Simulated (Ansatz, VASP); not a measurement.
# Ti4W: VASP beside Ansatz

File INCAR:

```
SYSTEM = Ti4W
PREC = Accurate
ENCUT = 520
EDIFF = 1E-6
ISMEAR = 0
SIGMA = 0.1
LREAL = .False.
LASPH = .True.
NELM = 150
ALGO = Normal
ISIF = 2
LWAVE = .False.
LCHARG = .False.
ISPIN = 2
MAGMOM = 1 1 1 1 0
LORBIT = 11
LMAXMIX = 4
GGA = PE
NBANDS = 43
```

The input KPOINTS:

```
Automatic mesh
0
Gamma
  6 6 6
  0 0 0
```

File POSCAR:

```
Ti4W
1.0
    2.3014673491      1.3287527935      4.6016194832
   -2.3014673491      1.3287527935      4.6016194832
    0.0000000000     -2.6575055870      4.6016194832
Ti W
4 1
Direct
    0.8972447830      0.8972447830      0.8972447830
    0.1027552170      0.1027552170      0.1027552170
    0.3156557507      0.3156557507      0.3156557507
    0.6843442493      0.6843442493      0.6843442493
    0.5000000000      0.5000000000      0.5000000000
```

Input for Ansatz:

```yaml
crystal:
  lattice:
    - [2.3014673612, 1.3287528005, 4.6016192495]
    - [-2.3014673612, 1.3287528005, 4.6016192495]
    - [0.0, -2.657505601, 4.6016192495]
  atoms:
    - { symbol: Ti, position: [0.897244792, 0.897244792, 0.897244792], spin: 1.0 }
    - { symbol: Ti, position: [0.102755208, 0.102755208, 0.102755208], spin: 1.0 }
    - { symbol: Ti, position: [0.3156557385, 0.3156557385, 0.3156557385], spin: 1.0 }
    - { symbol: Ti, position: [0.6843442615, 0.6843442615, 0.6843442615], spin: 1.0 }
    - { symbol: W, position: [0.5, 0.5, 0.5] }
basis:
  ecutwfc: 420
kpoints:
  mp_grid: { grid: [6, 6, 6] }
hamiltonian:
  xc: pbe
scf:
  occupations: { method: gaussian, width: 0.1 }
  lower_state_search: "off"
output:
  forces: true
  stress: true
  eigenvalues: true
  populations: true
magnetization:
  spin_polarized: true
```

Alike in both runs: task single point; functional PBE; k mesh 6 × 6 × 6; occupations gaussian, width 0.1 eV; collinear spin.

|  | VASP | Ansatz |
| --- | --- | --- |
| version | VASP 6.6.1 | Ansatz 0.2.0 |
| potentials or method | VASP PAW PBE potentials, release 64 (Ti_sv, W_sv), cutoff 520 eV | scalar-relativistic, plane waves, PAW |
| valence electrons in the cell | 62 | 62 |

|  | VASP | Ansatz | Ansatz less VASP |
| --- | --- | --- | --- |
| gap on the k mesh at the Fermi level (eV) | none | none | - |
| pressure (GPa) | -0.2 | -0.2 | +0.09 |
| traceless stress, the component that is largest in VASP (GPa) | 0.33 | 0.20 | -0.125 |
| rms of the force components (eV/Å) | 0.013 | 0.011 | -0.0018 |
| net moment per atom (μB) | 0.00 | 0.00 | -0.001 |

Atom by atom the forces differ by 0.009 eV/Å (rms over components). A gap of «none» marks a metal or a gap that the smearing closes. With one functional, cell and mesh, what is left measures potentials, basis and numerics. Ansatz's warnings: seeded moment not kept.

Spin-orbit coupling is off throughout.
